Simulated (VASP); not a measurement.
Runs of VASP 6.6.1 on BN. The structure is that of space group F-43m (No. 216), or close to it. The cells are those of the table. 

```tsv
task	level	potentials or basis	cell	k mesh	cutoff (eV)	smearing	GW scheme	GW iterations	cutoff of the response function	frequency points	empty bands	gap on the mesh (eV)	pressure (GPa)
single point	PBE	VASP PAW PBE potentials, release 64 (B, N)	a = 2.552 Å, angles 60.0°, 2 atoms	6 × 6 × 6	520	gaussian 0.01 eV	-	-	-	-	-	4.46	5.1
single point	PBE	VASP PAW PBE potentials, release 64 (B, N)	a = 2.552 Å, angles 60.0°, 2 atoms	12 × 12 × 12	520	fermi-dirac 0.02 eV	-	-	-	-	-	4.46	(a)
relaxation of cell and atoms	r2SCAN	VASP PAW PBE potentials, release 64 (B, N)	relaxed from a = 2.563 Å, angles 60.0°, 2 atoms	10 × 10 × 10	600	fermi-dirac 0.02 eV	-	-	-	-	-	4.98	0.0
single point	HSE06	VASP PAW PBE potentials, release 64 (B, N)	a = 2.552 Å, angles 60.0°, 2 atoms	8 × 8 × 8	520	gaussian 0.01 eV	-	-	-	-	-	5.78	(b)
```

Alike in all rows: no spin polarisation.

Task: Estimate the missing entries.

Result: (a) 5.0; (b) -3.9.

Caveats: some runs use coarse meshes; the PAW data sets were made with another functional, which shifts forces and pressure a little (some runs).

A k mesh can miss the band edges.
